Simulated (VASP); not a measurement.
Set up this calculation in VASP 6.6.1, as the native input.

- Task: single point
- Functional: PBE
- Potentials or basis: VASP PAW PBE potentials, release 64 (Se)
- Cutoff: 520 eV
- k mesh: 6 × 8 × 4
- Occupations: gaussian, width 0.1 eV
- Spin: no spin polarisation
- Dipole correction: no
- Further INCAR settings: ALGO = Normal; EDIFF = 1e-07; NBANDS = 9

The structure of Se lies in POSCAR:

```
Se
1.0
    2.8395043100      0.0000000000      0.0000000000
    0.0000000000      2.2112263000      0.0000000000
   -1.4169634700      0.0000000000      4.5513510900
Se
1
Direct
    0.5000000000      0.0000000000      0.5000000000
```

The cell was built from a structure type or drawn by symmetry, and may not be a known phase.

One way to write it, as run:

INCAR

```
  PREC = Accurate
  ENCUT = 520
  EDIFF = 1E-7
  ISMEAR = 0
  SIGMA = 0.1
  LREAL = False
  LASPH = True
  NELM = 100
  ALGO = Normal
  ISIF = 2
  LWAVE = False
  LCHARG = True
  GGA = PE
  LELF = True
  LVHAR = True
  NBANDS = 9
```

KPOINTS

```
regular mesh
0
Gamma
  6 8 4
```

Potentials or basis: VASP PAW PBE potentials, release 64 (Se).

Command:

```sh
$ cat potpaw_PBE.64/Se/POTCAR > POTCAR
$ mpirun -np 1 vasp_std > vasp.out
```

Results of the run:

The pressure is 16.1 GPa and the band gap on the k mesh is zero (bands 3 and 4 overlap by 1.02 eV).

Caveat: the k points lie up to 0.39 Å⁻¹ apart, too coarse for converged energies and pressures of a metal.

Run time: 13 s on 1 thread of Intel(R) Xeon(R) Platinum 8259CL CPU @ 2.50GHz (Skylake/Cascade Lake) (shared host), peak memory 0.14 GiB.
